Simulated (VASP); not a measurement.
# Ir (P6_3/mmc) in VASP: single point with PBEsol

Aim: the single point of Ir with PBEsol.

All numbers are computed with VASP 6.6.1; they aren't measurements. Logs are shortened: lines on timing, memory, paths and dates and some standing lists are left out, and cuts for length are marked.

### Step 1. The cell of the first run

Symmetry: P6_3/mmc, No. 194, hexagonal system. The conventional cell has a = 2.710 Å, b = 2.710 Å, c = 8.846 Å, α = 90.00°, β = 90.00°, γ = 120.00°. Ir (site symmetry -3m) has 12 Ir at 2.71 Å within 3.6 Å. Ir (site symmetry -6m2) has 12 Ir at 2.71 Å within 3.6 Å.

This isn't the form of Ir at room conditions, which is fcc.

### Step 2. Single point, PBEsol

Contents of INCAR:

```
SYSTEM = Ir
PREC     = Accurate       ! precision mode
ENCUT    = 560            ! plane-wave cutoff, eV
EDIFF    = 1E-6           ! SCF threshold, eV
ISMEAR   = 0              ! smearing method
SIGMA    = 0.1            ! smearing width, eV
LREAL    = .False.        ! projectors in reciprocal space
LASPH    = .True.         ! aspherical terms in the spheres
NELM     = 120            ! most SCF steps
ALGO     = Normal         ! electronic algorithm
ISIF     = 2              ! what is computed and relaxed
LWAVE    = .False.        ! write WAVECAR
LCHARG   = .False.        ! write CHGCAR
GGA      = PS             ! functional
NBANDS   = 42             ! bands
GGA_COMPAT= .False.
```

Contents of KPOINTS:

```
Automatic mesh
0
Gamma
  12 12 4
  0 0 0
```

Contents of POSCAR:

```
Ir
1.0
    2.7095476164      0.0000000000      0.0000000000
   -1.3547738082      2.3465370686      0.0000000000
    0.0000000000      0.0000000000      8.8461306326
Ir
4
Direct
    0.0000000000      0.0000000000      0.0000000000
    0.3333333333      0.6666666667      0.2500000000
    0.0000000000      0.0000000000      0.5000000000
    0.6666666667      0.3333333333      0.7500000000
```

Potentials or basis: VASP PAW PBE potentials, release 64 (Ir_sv_GW).

Run with:

```sh
> cat potpaw_PBE.64/Ir_sv_GW/POTCAR > POTCAR
> mpirun -np 1 vasp_std > vasp.out
```

OUTCAR:

```text
SYSTEM = Ir
   PREC = Accurate
   ENCUT = 560
   EDIFF = 1E-6
   ISMEAR = 0
   LREAL = .False.
   LASPH = .True.
   NELM = 120
   ISIF = 2
   GGA = PS

 ion  position               nearest neighbor table
   1  0.000  0.000  0.000-   2 2.71   4 2.71   4 2.71   2 2.71   4 2.71   2 2.71
   2  0.333  0.667  0.250-   1 2.71   3 2.71   1 2.71   3 2.71   1 2.71   3 2.71
   3  0.000  0.000  0.500-   2 2.71   4 2.71   4 2.71   2 2.71   4 2.71   2 2.71
   4  0.667  0.333  0.750-   1 2.71   3 2.71   1 2.71   3 2.71   1 2.71   3 2.71

  LATTYP: Found a hexagonal cell.
 ALAT       =     2.7095476164
 C/A-ratio  =     3.2647998430

  Lattice vectors:

 A1 = (   2.7095476164,   0.0000000000,   0.0000000000)
 A2 = (  -1.3547738082,   2.3465370686,   0.0000000000)
 A3 = (   0.0000000000,   0.0000000000,   8.8461306326)

Analysis of symmetry for initial positions (statically):
=====================================================================
 Subroutine PRICEL returns:
 Original cell was already a primitive cell.

 Routine SETGRP: Setting up the symmetry group for a
 hexagonal supercell.

 Subroutine GETGRP returns: Found 24 space group operations
 (whereof 12 operations were pure point group operations)
 out of a pool of 24 trial point group operations.

The static configuration has the point symmetry D_3d.
 The point group associated with its full space group is D_6h.

Analysis of symmetry for dynamics (positions and initial velocities):
=====================================================================
 Subroutine PRICEL returns:
 Original cell was already a primitive cell.

 Routine SETGRP: Setting up the symmetry group for a
 hexagonal supercell.

 Subroutine GETGRP returns: Found 24 space group operations
 (whereof 12 operations were pure point group operations)
 out of a pool of 24 trial point group operations.

The dynamic configuration has the point symmetry D_3d.
 The point group associated with its full space group is D_6h.

 Subroutine INISYM returns: Found 24 space group operations
 (whereof 12 operations are pure point group operations),
 and found     1 'primitive' translations

----------------------------------------------------------------------------------------

                                     Primitive cell

  volume of cell :      56.2442

  direct lattice vectors                    reciprocal lattice vectors
     2.709547616  0.000000000  0.000000000     0.369065299  0.213079949  0.000000000
[... 85 lines left out ...]
   LNONCOLLINEAR =      F non collinear calculations
   LSORBIT =      F    spin-orbit coupling
   LASPH  =      T    aspherical Exc in radial PAW
   ENCUT  =  560.0 eV  41.16 Ry    6.42 a.u.   5.23  5.23 17.07*2*pi/ulx,y,z
   NELM   =    120;   NELMIN=  2; NELMDL= -5     # of ELM steps
   EDIFF  = 0.1E-05   stopping-criterion for ELM
   LREAL  =      F    real-space projection
[... 7 lines left out ...]
   TEBEG  =    0.0;   TEEND  =   0.0 temperature during run
   PSTRESS=    0.0 pullay stress
   NELECT =      68.0000    total number of electrons
   NUPDOWN=      -1.0000    fix difference up-down
   EMIN   =  10.00;   EMAX   =-10.00  energy-range for DOS
   EFERMI =   0.00;   METHOD = LEGACY
   ISMEAR =     0;   SIGMA  =   0.10  broadening in eV -4-tet -1-fermi 0-gaus
   EFERMI_NEDOS =   21; number of points for ismear=-14 and -15
   IALGO  =     38    algorithm
   IMIX   =      4    mixing-type and parameters
     AMIX     =   0.40;   BMIX     =  1.00
     AMIX_MAG =   1.60;   BMIX_MAG =  1.00
  volume/ion in A,a.u.               =      14.06        94.89
  Fermi-wavevector in a.u.,A,eV,Ry     =   1.744022  3.295724 41.383652  3.041613
  Thomas-Fermi vector in A             =   2.815982
   LORBIT       =      0    0 simple, 1 ext, 2 COOP (PROOUT), +10 PAW based schemes
   GGA     = PS    functional components
   LHFCALC =     F    Hartree Fock is set to
   AEXX    =    0.0000 exact exchange contribution
   IVDW    =     0    specifies the selected vdW correction
   LEPSILON=     F    determine dielectric tensor
   LRPA    =     F    only Hartree local field effects (RPA)
 non-spin polarized calculation
 Gauss-broadening in eV      SIGMA  =   0.10
  energy-cutoff  :      560.00
  volume of cell :       56.24
 maximum number of plane-waves:      1714
 NGX is ok and might be reduce to    24
   NGX = 11   NGY = 11   NGZ = 35

 number of electron      68.0000000 magnetization

 Free energy of the ion-electron system (eV)
  ---------------------------------------------------
  ext. energy  EPLUGINS =         0.00000000
  ---------------------------------------------------
  free energy    TOTEN  =       -41.48710697 eV

  energy without entropy =      -41.46682166  energy(sigma->0) =      -41.47696432

 E-fermi :  12.8229     XC(G=0): -14.7456

 val. band max:       12.8187976844   @ k =   0.3333  -0.0000   0.0000
 cond. band min:      12.8487244217   @ k =   0.2500  -0.0000   0.2500
 fundamental gap:      0.0299267373
 Fermi energy:        12.8228563284

 k-point     1 :       0.0000    0.0000    0.0000
  band No.  band energies     occupation
      1     -80.1899      2.00000
      2     -80.1676      2.00000
      3     -80.1393      2.00000
      4     -80.1172      2.00000
      5     -37.3734      2.00000
      6     -36.9812      2.00000
[... 1069 lines left out ...]
     41      21.3515      0.00000
     42      23.2282      0.00000

 [... further k-points ...]

------------------------ aborting loop because EDIFF is reached ----------------------------------------

  FORCE on cell =-STRESS in cart. coord.  units (eV):
  Direction    XX          YY          ZZ          XY          YZ          ZX
  --------------------------------------------------------------------------------------
  -------------------------------------------------------------------------------------
  Total       -0.5738843     -0.5738843     -0.5855625      0.0000000      0.0000000     -0.0000000
  in kB      -16.3477275    -16.3477275    -16.6803935      0.0000000      0.0000000     -0.0000000
  external PRESSURE =     -16.4586161 kB  Pullay stress =       0.0000000 kB

 VOLUME and BASIS-vectors are now :
 -----------------------------------------------------------------------------
  energy-cutoff  :      560.00
  volume of cell :       56.24
      direct lattice vectors                 reciprocal lattice vectors
     2.709547616  0.000000000  0.000000000     0.369065299  0.213079949  0.000000000
    -1.354773808  2.346537069  0.000000000     0.000000000  0.426159899  0.000000000
     0.000000000  0.000000000  8.846130633     0.000000000  0.000000000  0.113043775

 POSITION                                       TOTAL-FORCE (eV/Angst)
 -----------------------------------------------------------------------------------
      0.00000      0.00000      0.00000         0.000000      0.000000     -0.000000
     -0.00000      1.56436      2.21153        -0.000000     -0.000000      0.000000
      0.00000      0.00000      4.42307         0.000000      0.000000     -0.000000
      1.35477      0.78218      6.63460         0.000000      0.000000      0.000000
 -----------------------------------------------------------------------------------
    total drift:                               -0.000000      0.000000     -0.000000

  FREE ENERGIE OF THE ION-ELECTRON SYSTEM (eV)
  ---------------------------------------------------
  free  energy   TOTEN  =       -41.4871069725 eV

  energy  without entropy=      -41.4668216632  energy(sigma->0) =      -41.47696432
```

Run time: 2.4 min. Hardware: 1 thread of AMD EPYC 7R13 (Zen 3), shared host; peak memory 0.23 GiB.

Results:

```
Free energy            : -41.4871 eV
Pressure               : -1.6 GPa
Band gap on the k mesh : zero (bands 34 and 35 overlap by 2.57 eV)
```

Levels at points of the mesh, in eV from the Fermi level:
```csv
k point,band 32,band 33,band 34,band 35,band 36,band 37
"(0.00, 0.00, 0.00)",-1.76,-1.76,-1.01,-1.01,-0.79,-0.29
"(0.50, 0.00, 0.00)",0.95,0.96,0.99,1.09,1.34,1.35
"(0.00, 0.00, 0.50)",-2.71,-1.35,-1.35,-1.35,-1.35,0.27
"(0.50, 0.00, 0.50)",-0.03,1.00,1.00,1.31,1.31,2.74
```

Caveat: the PAW data sets were made with another functional, which shifts forces and pressure a little; spin-orbit coupling is left out, which moves the levels of the heavy elements.

The gap in the log of VASP goes by the Fermi energy; the results here count the filled bands.